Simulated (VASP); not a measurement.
# AlC2 (I4/mmm) in VASP: further runs, part 2 of 3

VASP 6.6.1. Earlier steps stand in the parts before.

### 3 Single point, PBE

This run uses another cell than the first one, of 9.50 Å³/atom.

INCAR

```
SYSTEM = AlC2
ALGO = Normal ; EDIFF = 1E-6
ENCUT = 520 ; GGA = PE
ISIF = 2 ; ISMEAR = 0
LASPH = .TRUE. ; LCHARG = .FALSE.
LREAL = .FALSE. ; LWAVE = .FALSE.
NBANDS = 12 ; NELM = 60
PREC = Accurate ; SIGMA = 0.1
```

KPOINTS

```
k-points
0
G
  8 8 8
  0 0 0
```

POSCAR

```
AlC2
1.0
   -1.6465143239      1.6465143239      2.6291086622
    1.6465143239     -1.6465143239      2.6291086622
    1.6465143239      1.6465143239     -2.6291086622
Al C
1 2
Direct
    0.0000000000      0.0000000000      0.0000000000
    0.6269803306      0.6269803306      0.0000000000
    0.3730196694      0.3730196694      0.0000000000
```

Potentials or basis: VASP PAW PBE potentials, release 64 (Al, C).

Command:

```sh
$ cat potpaw_PBE.64/Al/POTCAR potpaw_PBE.64/C/POTCAR > POTCAR
$ mpirun -np 1 vasp_std > vasp.out
```

OUTCAR:

```text
SYSTEM = AlC2
   EDIFF = 1E-6
   ENCUT = 520
   GGA = PE
   ISIF = 2
   ISMEAR = 0
   LASPH = .TRUE.
   LREAL = .FALSE.
   NELM = 60
   PREC = Accurate

 ion  position               nearest neighbor table
   1  0.000  0.000  0.000-   2 1.96   3 1.96   2 2.42   3 2.42   2 2.42   2 2.42   2 2.42   3 2.42
                             3 2.42   3 2.42
   2  0.627  0.627  0.000-   3 1.34   1 1.96   1 2.42   1 2.42   1 2.42   1 2.42
   3  0.373  0.373  0.000-   2 1.34   1 1.96   1 2.42   1 2.42   1 2.42   1 2.42

  LATTYP: Found a body centered tetragonal cell.
 ALAT       =     3.2930286478
 C/A-ratio  =     1.5967724204

  Lattice vectors:

 A1 = (  -1.6465143239,   1.6465143239,   2.6291086622)
 A2 = (   1.6465143239,  -1.6465143239,   2.6291086622)
 A3 = (   1.6465143239,   1.6465143239,  -2.6291086622)

Analysis of symmetry for initial positions (statically):
=====================================================================
 Subroutine PRICEL returns:
 Original cell was already a primitive cell.

 Routine SETGRP: Setting up the symmetry group for a
 body centered tetragonal supercell.

 Subroutine GETGRP returns: Found 16 space group operations
 (whereof 16 operations were pure point group operations)
 out of a pool of 16 trial point group operations.

The static configuration has the point symmetry D_4h.

Analysis of symmetry for dynamics (positions and initial velocities):
=====================================================================
 Subroutine PRICEL returns:
 Original cell was already a primitive cell.

 Routine SETGRP: Setting up the symmetry group for a
 body centered tetragonal supercell.

 Subroutine GETGRP returns: Found 16 space group operations
 (whereof 16 operations were pure point group operations)
 out of a pool of 16 trial point group operations.

The dynamic configuration has the point symmetry D_4h.

 Subroutine INISYM returns: Found 16 space group operations
 (whereof 16 operations are pure point group operations),
 and found     1 'primitive' translations

[... 128 lines left out ...]
 Gauss-broadening in eV      SIGMA  =   0.10
  energy-cutoff  :      520.00
  volume of cell :       28.51
 maximum number of plane-waves:       788
 NGX is ok and might be reduce to    28
   NGX = 13   NGY = 13   NGZ = 13

 number of electron      11.0000000 magnetization

 Free energy of the ion-electron system (eV)
  ---------------------------------------------------
  ext. energy  EPLUGINS =         0.00000000
  ---------------------------------------------------
  free energy    TOTEN  =       -19.09139884 eV

  energy without entropy =      -19.08867107  energy(sigma->0) =      -19.09003496

 E-fermi :   9.6018     XC(G=0): -11.3659

 val. band max:        9.5927631947   @ k =  -0.2500  -0.2500   0.2500
 cond. band min:       9.6576348954   @ k =  -0.2500   0.5000   0.2500
 fundamental gap:      0.0648717007
 Fermi energy:         9.6017602442

 k-point     1 :       0.0000    0.0000    0.0000
  band No.  band energies     occupation
      1      -9.0191      2.00000
      2       1.2176      2.00000
      3       4.1169      2.00000
      4       5.6376      2.00000
      5       5.6376      2.00000
      6       8.8596      2.00000
      7       8.8596      2.00000
      8      13.1761      0.00000
      9      14.3834      0.00000
     10      15.4287      0.00000
     11      17.5255      0.00000
     12      17.5255      0.00000
[... 331 lines left out ...]
 k-point    24 :       0.3750    0.1250    0.1250
  band No.  band energies     occupation
      1      -7.0312      2.00000
      2      -1.4134      2.00000
      3       2.1063      2.00000
      4       3.1230      2.00000
      5       3.5800      2.00000
      6       9.4817      1.91047
      7      10.8536      0.00000
      8      13.0865      0.00000
      9      14.8407      0.00000
     10      16.8681      0.00000
     11      21.1074      0.00000
     12      21.9192      0.00000

 [... further k-points ...]

------------------------ aborting loop because EDIFF is reached ----------------------------------------

  FORCE on cell =-STRESS in cart. coord.  units (eV):
  Direction    XX          YY          ZZ          XY          YZ          ZX
  --------------------------------------------------------------------------------------
  -------------------------------------------------------------------------------------
  Total        0.0735469      0.0735469      0.0764117      0.0000000     -0.0000000      0.0000000
  in kB        4.1330974      4.1330974      4.2940892      0.0000000     -0.0000000      0.0000000
  external PRESSURE =       4.1867613 kB  Pullay stress =       0.0000000 kB

 VOLUME and BASIS-vectors are now :
 -----------------------------------------------------------------------------
  energy-cutoff  :      520.00
  volume of cell :       28.51
      direct lattice vectors                 reciprocal lattice vectors
    -1.646514324  1.646514324  2.629108662     0.000000000  0.303671819  0.190178522
     1.646514324 -1.646514324  2.629108662     0.303671819  0.000000000  0.190178522
     1.646514324  1.646514324 -2.629108662     0.303671819  0.303671819  0.000000000

 POSITION                                       TOTAL-FORCE (eV/Angst)
 -----------------------------------------------------------------------------------
      0.00000      0.00000      0.00000        -0.000000     -0.000000     -0.000000
      0.00000      0.00000      3.29680         0.000000      0.000000      0.091196
      0.00000      0.00000      1.96142        -0.000000     -0.000000     -0.091196
 -----------------------------------------------------------------------------------
    total drift:                               -0.000000     -0.000000      0.000000

  FREE ENERGIE OF THE ION-ELECTRON SYSTEM (eV)
  ---------------------------------------------------
  free  energy   TOTEN  =       -19.0913988445 eV

  energy  without entropy=      -19.0886710707  energy(sigma->0) =      -19.09003496
```

It took 40 s on 1 thread of AMD EPYC 7R13, shared host; peak memory 0.16 GiB.

What came out:

* Free energy: -19.0914 eV
* Pressure: 0.4 GPa
* Largest force: 0.091 eV/Å
* Band gap on the k mesh: zero (an odd number of electrons rules out a gap without spin polarisation)

Forces on the atoms (eV/Å):
```
Al   0.000  0.000  0.000
C    0.000  0.000  0.091
C    0.000  0.000 -0.091
```

Caveat: an odd number of electrons without spin polarisation forces a metal; a magnetic or distorted state may lie lower.

### 4 Relaxation of cell and atoms, PBE

INCAR

```
ALGO = Normal
EDIFF = 1E-6
EDIFFG = -0.04
ENCUT = 600
GGA = PE
IBRION = 2
ISIF = 3
ISMEAR = 0
LASPH = T
LCHARG = F
LREAL = F
LWAVE = F
NELM = 60
NSW = 90
PREC = Accurate
SIGMA = 0.1
```

KPOINTS

```
k-points
0
Gamma
  8 8 8
```

POSCAR

```
AlC2
1.0
   -1.4367747868      1.4367747868      3.5245881489
    1.4367747868     -1.4367747868      3.5245881489
    1.4367747868      1.4367747868     -3.5245881489
Al C
1 2
Direct
    0.0000000000      0.0000000000      0.0000000000
    0.6650000000      0.6650000000      0.0000000000
    0.3350000000      0.3350000000      0.0000000000
```

Command:

```sh
$ cat potpaw_PBE.64/Al/POTCAR potpaw_PBE.64/C/POTCAR > POTCAR
$ mpirun -np 1 vasp_std > vasp.out
```

Run time: 10 min. Hardware: 1 thread of AMD EPYC 7R13, shared host; peak memory 0.22 GiB.

Results (log left out):

* Free energy: -19.0969 eV
* Relaxed volume: 9.52 Å³/atom
* Relaxed cell: a = 3.513 Å, b = 3.513 Å, c = 3.513 Å, α = 124.03°, β = 124.03°, γ = 83.15°
* Space group after relaxing (to 0.1 Å): I4/mmm (No. 139)
* Pressure after relaxing: 0.0 GPa
* Largest force after relaxing: 0.011 eV/Å
* Band gap on the k mesh: zero (an odd number of electrons rules out a gap without spin polarisation)

Forces on the atoms (eV/Å):
```
Al   0.000  0.000  0.000
C    0.000  0.000  0.011
C    0.000  0.000 -0.011
```

Stress tensor (GPa, compression positive):
```
-0.02  0.00  0.00
 0.00 -0.02  0.00
 0.00  0.00  0.10
```

Final structure:
```
CELL_PARAMETERS angstrom
-1.64844 1.64844 2.62800
1.64844 -1.64844 2.62800
1.64844 1.64844 -2.62800
ATOMIC_POSITIONS crystal
Al 0.00000 0.00000 0.00000
C 0.62713 0.62713 0.00000
C 0.37287 0.37287 0.00000
```

Levels at points of the mesh, in eV from the Fermi level:
| k point | band 1 | band 2 | band 3 | band 4 | band 5 | band 6 | band 7 | band 8 | band 9 |
| --- | --- | --- | --- | --- | --- | --- | --- | --- | --- |
| (0.00, 0.00, 0.00) | -18.60 | -8.38 | -5.51 | -3.95 | -3.95 | -0.75 | -0.75 | 3.56 | 4.80 |
| (0.50, 0.00, 0.00) | -16.89 | -11.70 | -7.01 | -5.39 | -4.96 | 0.75 | 0.83 | 3.51 | 3.69 |
| (0.50, 0.50, 0.00) | -16.34 | -9.69 | -8.56 | -7.37 | -6.06 | -3.67 | 2.97 | 4.47 | 7.07 |
| (0.50, 0.50, 0.50) | -16.62 | -12.16 | -6.68 | -6.68 | -5.30 | 0.35 | 1.92 | 4.55 | 4.55 |

Caveat: an odd number of electrons without spin polarisation forces a metal; a magnetic or distorted state may lie lower.

(Continued in part 3 of 3.)

The gap in the log of VASP goes by the Fermi energy; the results here count the filled bands.